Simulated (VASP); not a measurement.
# PbS in VASP: further runs

Runs on PbS. Level: PBE. Tasks: single point.

All numbers are computed with VASP 6.6.1; they aren't measurements. Logs are shortened: lines on timing, memory, paths and dates and some standing lists are left out, and cuts for length are marked.

### Step 1. The cell of the first run

The cell holds a slab with vacuum, 4 atoms: a = 4.089 Å, b = 4.172 Å, c = 11.739 Å, α = 92.18°, β = 93.71°, γ = 89.21°.

### Step 2. Single point, PBE (equal xy, yz and zx shear strains of +2 %)

The input, INCAR:

```
SYSTEM = PbS
PREC = Accurate
ENCUT = 520
EDIFF = 1E-6
ISMEAR = -1
SIGMA = 0.01
LREAL = .FALSE.
LASPH = .TRUE.
NELM = 60
ALGO = Normal
ISIF = 2
LWAVE = .FALSE.
LCHARG = .TRUE.
GGA = PE
LELF = .TRUE.
LVHAR = .TRUE.
NBANDS = 28
```

The input, KPOINTS:

```
Automatic mesh
0
G
  7 7 3
  0 0 0
```

The input, POSCAR:

```
PbS
1.0
    2.9115000000     -2.8705950000      0.0004050000
    2.9695000000      2.9294050000      0.0584050000
   -0.9629571000      0.1062924000     11.6984895000
Pb S
2 2
Direct
    0.7756000000      0.7756000000      0.6363800000
    0.2244000000      0.2244000000      0.3636200000
    0.2684000000      0.2684000000      0.5986000000
    0.7316000000      0.7316000000      0.4014000000
```

Potentials or basis: VASP PAW PBE potentials, release 64 (Pb_d, S).

Launch:

```console
cat potpaw_PBE.64/Pb_d/POTCAR potpaw_PBE.64/S/POTCAR > POTCAR
mpirun -np 1 vasp_std > vasp.out
```

OUTCAR:

```text
SYSTEM = PbS
   PREC = Accurate
   ENCUT = 520
   EDIFF = 1E-6
   ISMEAR = -1
   LREAL = .FALSE.
   LASPH = .TRUE.
   NELM = 60
   ISIF = 2
   GGA = PE

 ion  position               nearest neighbor table
   1  0.776  0.776  0.636-   4 2.75   3 2.93   3 2.94   3 2.96   3 2.98
   2  0.224  0.224  0.364-   3 2.75   4 2.93   4 2.94   4 2.96   4 2.98
   3  0.268  0.268  0.599-   2 2.75   1 2.93   1 2.94   1 2.96   1 2.98
   4  0.732  0.732  0.401-   1 2.75   2 2.93   2 2.94   2 2.96   2 2.98

  LATTYP: Found a triclinic cell.
 ALAT       =    14.7335660947
 B/A-ratio  =     0.2775065376
 C/A-ratio  =     0.2831399350
 COS(alpha) =     0.0138708094
 COS(beta)  =     0.0380397253
 COS(gamma) =     0.6065403910

  Lattice vectors:

 A1 = (  -6.7859571000,   5.8474824000,  11.6976795000)
 A2 = (  -2.9115000000,   2.8705950000,  -0.0004050000)
 A3 = (  -2.9695000000,  -2.9294050000,  -0.0584050000)

Analysis of symmetry for initial positions (statically):
=====================================================================
 Subroutine PRICEL returns:
 Original cell was already a primitive cell.

 Routine SETGRP: Setting up the symmetry group for a
 triclinic supercell.

 Subroutine GETGRP returns: Found  2 space group operations
 (whereof  2 operations were pure point group operations)
 out of a pool of  2 trial point group operations.

The static configuration has the point symmetry S_2 .

Analysis of symmetry for dynamics (positions and initial velocities):
=====================================================================
 Subroutine PRICEL returns:
 Original cell was already a primitive cell.

 Routine SETGRP: Setting up the symmetry group for a
 triclinic supercell.

 Subroutine GETGRP returns: Found  2 space group operations
 (whereof  2 operations were pure point group operations)
 out of a pool of  2 trial point group operations.

The dynamic configuration has the point symmetry S_2 .

 Subroutine INISYM returns: Found  2 space group operations
 (whereof  2 operations are pure point group operations),
 and found     1 'primitive' translations

----------------------------------------------------------------------------------------

                                     Primitive cell

  volume of cell :     199.6413

  direct lattice vectors                    reciprocal lattice vectors
     2.911500000 -2.870595000  0.000405000     0.171624872 -0.174287150  0.015710814
     2.969500000  2.929405000  0.058405000     0.168210062  0.170608732  0.012296003
    -0.962957100  0.106292400 11.698489500    -0.000845735 -0.000845735  0.085419189

  length of vectors
     4.088660914  4.171660946 11.738536580     0.245108011  0.239902389  0.085427562

  position of ions in fractional coordinates (direct lattice)
     0.775600000  0.775600000  0.636380000
     0.224400000  0.224400000  0.363620000
     0.268400000  0.268400000  0.598600000
     0.731600000  0.731600000  0.401400000

  ion indices of the primitive-cell ions
   primitive index   ion index
                 1           1
                 2           2
                 3           3
                 4           4

----------------------------------------------------------------------------------------

 KPOINTS: Automatic mesh

Automatic generation of k-mesh.
 Grid dimensions read from file:
 generate k-points for:    7    7    3

 Generating k-lattice:

  Cartesian coordinates                     Fractional coordinates (reciprocal lattice)
     0.024517839 -0.024898164  0.002244402     0.142857143  0.000000000 -0.000000000
     0.024030009  0.024372676  0.001756572    -0.000000000  0.142857143  0.000000000
    -0.000281912 -0.000281912  0.028473063     0.000000000  0.000000000  0.333333333

  Length of vectors
     0.035015430  0.034271770  0.028475854

  Shift w.r.t. Gamma in fractional coordinates (k-lattice)
     0.000000000  0.000000000  0.000000000

 Subroutine IBZKPT returns following result:
 ===========================================

 Found     74 irreducible k-points:

 Following reciprocal coordinates:
            Coordinates               Weight
  0.000000  0.000000  0.000000      1.000000
  0.142857  0.000000  0.000000      2.000000
  0.285714  0.000000  0.000000      2.000000
  0.428571 -0.000000  0.000000      2.000000
  0.000000  0.142857  0.000000      2.000000
  0.142857  0.142857  0.000000      2.000000
[... 16 lines left out ...]
 -0.428571  0.428571 -0.000000      2.000000
 -0.285714  0.428571 -0.000000      2.000000
 [... further k-points ...]
   k-points           NKPTS =     74   k-points in BZ     NKDIM =     74   number of bands    NBANDS=     28
   number of dos      NEDOS =    301   number of ions     NIONS =      4
   total plane-waves  NPLWV =  86400
   dimension x,y,z NGX =    30 NGY =   32 NGZ =   90
   dimension x,y,z NGXF=    60 NGYF=   64 NGZF=  180
   ions per type =               2   2
   NGX,Y,Z   is equivalent  to a cutoff of  12.20, 12.75, 12.75 a.u.
   NGXF,Y,Z  is equivalent  to a cutoff of  24.40, 25.50, 25.49 a.u.
 SYSTEM =  PbS
   PREC   = accura    normal or accurate (medium, high low for compatibility)
   ISTART =      0    job   : 0-new  1-cont  2-samecut
   ICHARG =      2    charge: 1-file 2-atom 10-const
   ISPIN  =      1    spin polarized calculation?
   LNONCOLLINEAR =      F non collinear calculations
   LSORBIT =      F    spin-orbit coupling
   LASPH  =      T    aspherical Exc in radial PAW
   ENCUT  =  520.0 eV  38.22 Ry    6.18 a.u.   7.60  7.76 21.83*2*pi/ulx,y,z
   NELM   =     60;   NELMIN=  2; NELMDL= -5     # of ELM steps
   EDIFF  = 0.1E-05   stopping-criterion for ELM
   LREAL  =      F    real-space projection
   EDIFFG = 0.1E-04   stopping-criterion for IOM
   NSW    =      0    number of steps for IOM
   IBRION =     -1    ionic relax: 0-MD 1-quasi-New 2-CG
   NFREE  =      0    steps in history (QN), initial steepest desc. (CG)
   ISIF   =      2    stress and relaxation
   ISYM   =      2    0-nonsym 1-usesym 2-fastsym
   POTIM  = 0.5000    time-step for ionic-motion
   TEBEG  =    0.0;   TEEND  =   0.0 temperature during run
   PSTRESS=    0.0 pullay stress
   NELECT =      40.0000    total number of electrons
   NUPDOWN=      -1.0000    fix difference up-down
   EMIN   =  10.00;   EMAX   =-10.00  energy-range for DOS
   EFERMI =   0.00;   METHOD = LEGACY
   ISMEAR =    -1;   SIGMA  =   0.01  broadening in eV -4-tet -1-fermi 0-gaus
   EFERMI_NEDOS =   21; number of points for ismear=-14 and -15
   IALGO  =     38    algorithm
   IMIX   =      4    mixing-type and parameters
     AMIX     =   0.40;   BMIX     =  1.00
     AMIX_MAG =   1.60;   BMIX_MAG =  1.00
  volume/ion in A,a.u.               =      49.91       336.81
  Fermi-wavevector in a.u.,A,eV,Ry     =   0.957954  1.810271 12.485742  0.917676
  Thomas-Fermi vector in A             =   2.087018
   LORBIT       =      0    0 simple, 1 ext, 2 COOP (PROOUT), +10 PAW based schemes
   GGA     = PE    functional components
   LHFCALC =     F    Hartree Fock is set to
   AEXX    =    0.0000 exact exchange contribution
   IVDW    =     0    specifies the selected vdW correction
   LEPSILON=     F    determine dielectric tensor
   LRPA    =     F    only Hartree local field effects (RPA)
 non-spin polarized calculation
  energy-cutoff  :      520.00
  volume of cell :      199.64
 maximum number of plane-waves:      5410
   NGX = 15   NGY = 15   NGZ = 43

 number of electron      40.0000006 magnetization

 Free energy of the ion-electron system (eV)
  ---------------------------------------------------
  ext. energy  EPLUGINS =         0.00000000
  ---------------------------------------------------
  free energy    TOTEN  =       -17.17736434 eV

  energy without entropy =      -17.17736434  energy(sigma->0) =      -17.17736434

 E-fermi :   0.9335     XC(G=0):  -5.9172

 val. band max:        0.7170510085   @ k =   0.0000   0.4286   0.3333
 cond. band min:       1.9806184241   @ k =  -0.0000   0.0000   0.3333
 fundamental gap:      1.2635674156
 Fermi energy:         0.9334781176

 k-point     1 :       0.0000    0.0000    0.0000
  band No.  band energies     occupation
      1     -15.6242      2.00000
      2     -15.5442      2.00000
      3     -15.5433      2.00000
      4     -15.5306      2.00000
      5     -15.5049      2.00000
      6     -15.4984      2.00000
[... 20 lines left out ...]
     27       7.0141      0.00000
     28       7.2551      0.00000

 k-point     2 :       0.1429    0.0000    0.0000
  band No.  band energies     occupation
      1     -15.6132      2.00000
      2     -15.5362      2.00000
      3     -15.5354      2.00000
      4     -15.5278      2.00000
      5     -15.5065      2.00000
      6     -15.5004      2.00000
[... 20 lines left out ...]
     27       6.5486      0.00000
     28       6.9422      0.00000

 k-point     3 :       0.2857    0.0000    0.0000
  band No.  band energies     occupation
      1     -15.5892      2.00000
      2     -15.5370      2.00000
      3     -15.5206      2.00000
      4     -15.5117      2.00000
      5     -15.5113      2.00000
      6     -15.5092      2.00000
[... 20 lines left out ...]
     27       6.1152      0.00000
     28       7.3483      0.00000

 k-point     4 :       0.4286   -0.0000    0.0000
  band No.  band energies     occupation
      1     -15.5660      2.00000
      2     -15.5482      2.00000
      3     -15.5234      2.00000
      4     -15.5216      2.00000
      5     -15.5152      2.00000
      6     -15.5110      2.00000
[... 20 lines left out ...]
     27       5.8501      0.00000
     28       6.6977      0.00000

 k-point     5 :       0.0000    0.1429    0.0000
  band No.  band energies     occupation
      1     -15.6149      2.00000
      2     -15.5438      2.00000
      3     -15.5368      2.00000
      4     -15.5215      2.00000
      5     -15.5057      2.00000
      6     -15.4995      2.00000
[... 20 lines left out ...]
     27       6.5912      0.00000
     28       6.8625      0.00000

 k-point     6 :       0.1429    0.1429    0.0000
  band No.  band energies     occupation
      1     -15.6067      2.00000
      2     -15.5364      2.00000
      3     -15.5290      2.00000
      4     -15.5194      2.00000
      5     -15.5079      2.00000
      6     -15.5036      2.00000
[... 463 lines left out ...]
      5     -15.5114      2.00000
      6     -15.5066      2.00000
[... 20 lines left out ...]
     27       6.6132      0.00000
     28       7.6092      0.00000

 k-point    22 :       0.4286    0.4286    0.0000
  band No.  band energies     occupation
      1     -15.6240      2.00000
      2     -15.6220      2.00000
      3     -15.5248      2.00000
      4     -15.5193      2.00000
      5     -15.5066      2.00000
      6     -15.5011      2.00000
[... 20 lines left out ...]
     27       7.4392      0.00000
     28       7.9487      0.00000

 k-point    23 :      -0.4286    0.4286   -0.0000
  band No.  band energies     occupation
      1     -15.6245      2.00000
      2     -15.6202      2.00000
      3     -15.5251      2.00000
      4     -15.5197      2.00000
      5     -15.5040      2.00000
      6     -15.5029      2.00000
[... 20 lines left out ...]
     27       7.5046      0.00000
     28       8.0632      0.00000

 k-point    24 :      -0.2857    0.4286   -0.0000
  band No.  band energies     occupation
      1     -15.6009      2.00000
      2     -15.5888      2.00000
      3     -15.5216      2.00000
      4     -15.5198      2.00000
      5     -15.5107      2.00000
      6     -15.5052      2.00000
[... 20 lines left out ...]
     27       6.6419      0.00000
     28       7.5436      0.00000

 [... further k-points ...]

------------------------ aborting loop because EDIFF is reached ----------------------------------------

  FORCE on cell =-STRESS in cart. coord.  units (eV):
  Direction    XX          YY          ZZ          XY          YZ          ZX
  --------------------------------------------------------------------------------------
  -------------------------------------------------------------------------------------
  Total        0.6314488      1.7417874     -1.5108147     -0.2934783     -0.1399507     -0.1543319
  in kB        5.0675546     13.9783344    -12.1247131     -2.3552458     -1.1231435     -1.2385568
  external PRESSURE =       2.3070587 kB  Pullay stress =       0.0000000 kB

 VOLUME and BASIS-vectors are now :
 -----------------------------------------------------------------------------
  energy-cutoff  :      520.00
  volume of cell :      199.64
      direct lattice vectors                 reciprocal lattice vectors
     2.911500000 -2.870595000  0.000405000     0.171624872 -0.174287150  0.015710814
     2.969500000  2.929405000  0.058405000     0.168210062  0.170608732  0.012296003
    -0.962957100  0.106292400 11.698489500    -0.000845735 -0.000845735  0.085419189

 POSITION                                       TOTAL-FORCE (eV/Angst)
 -----------------------------------------------------------------------------------
      3.94850      0.11326      7.49030        -0.005841     -0.007090     -0.409019
      0.96955      0.05185      4.26700         0.005841      0.007090      0.409019
      1.00203      0.07941      7.01850        -0.060815     -0.057325     -0.065831
      3.91601      0.08569      4.73880         0.060815      0.057325      0.065831
 -----------------------------------------------------------------------------------
    total drift:                               -0.000000     -0.000000      0.000000

  FREE ENERGIE OF THE ION-ELECTRON SYSTEM (eV)
  ---------------------------------------------------
  free  energy   TOTEN  =       -17.1773643413 eV

  energy  without entropy=      -17.1773643413  energy(sigma->0) =      -17.17736434
```

Run time: 6.3 min. Hardware: 1 thread of Intel Xeon Platinum 8375C at 2.90GHz (Ice Lake), shared host; peak memory 0.5 GiB.

Results:

```
Free energy            : -17.1774 eV
Largest force          : 0.409 eV/Å
Band gap on the k mesh : 1.26 eV
```

Forces on the atoms (eV/Å):
```
Pb  -0.006 -0.007 -0.409
Pb   0.006  0.007  0.409
S   -0.061 -0.057 -0.066
S    0.061  0.057  0.066
```

Caveat: the cell differs from its parent crystal (equal xy, yz and zx shear strains of +2 %); spin-orbit coupling is left out, which moves the levels of the heavy elements.

### Step 3. Single point, PBE (zz strain of -3 %)

The input, INCAR:

```
PREC = Accurate
ENCUT = 520
EDIFF = 1E-6
ISMEAR = -1
SIGMA = 0.01
LREAL = False
LASPH = True
NELM = 60
ALGO = Normal
ISIF = 2
LWAVE = False
LCHARG = False
GGA = PE
NBANDS = 28
```

The input, KPOINTS:

```
Automatic mesh
0
Gamma
  7 7 3
```

The input, POSCAR:

```
PbS
1.0
    2.9405000000     -2.9000000000      0.0000000000
    2.9405000000      2.9000000000      0.0000000000
   -1.0800500000      0.0000000000     11.3580113000
Pb S
2 2
Direct
    0.7756000000      0.7756000000      0.6363800000
    0.2244000000      0.2244000000      0.3636200000
    0.2684000000      0.2684000000      0.5986000000
    0.7316000000      0.7316000000      0.4014000000
```

Potentials or basis: VASP PAW PBE potentials, release 64 (Pb_d, S).

Launch:

```console
cat potpaw_PBE.64/Pb_d/POTCAR potpaw_PBE.64/S/POTCAR > POTCAR
mpirun -np 1 vasp_std > vasp.out
```

It took 98 s on 1 thread of AMD EPYC 9R45 (Zen 5), shared host; peak memory 0.37 GiB.

The run converged. Its results:

- Free energy: -17.2012 eV
- Largest force: 0.224 eV/Å
- Band gap on the k mesh: 1.42 eV

Forces in eV/Å, atoms in the order of the input:
```
Pb  -0.002  0.000 -0.035
Pb   0.002  0.000  0.035
S   -0.003  0.000  0.224
S    0.003  0.000 -0.224
```

Levels at points of the mesh, in eV from the valence-band top:
```csv
k point,band 18,band 19,band 20,band 21,band 22,band 23
"(0.00, 0.00, 0.00)",-1.42,-1.30,0.00,1.56,3.12,4.90
```

Caveat: the cell differs from its parent crystal (zz strain of -3 %); spin-orbit coupling is left out, which moves the levels of the heavy elements.
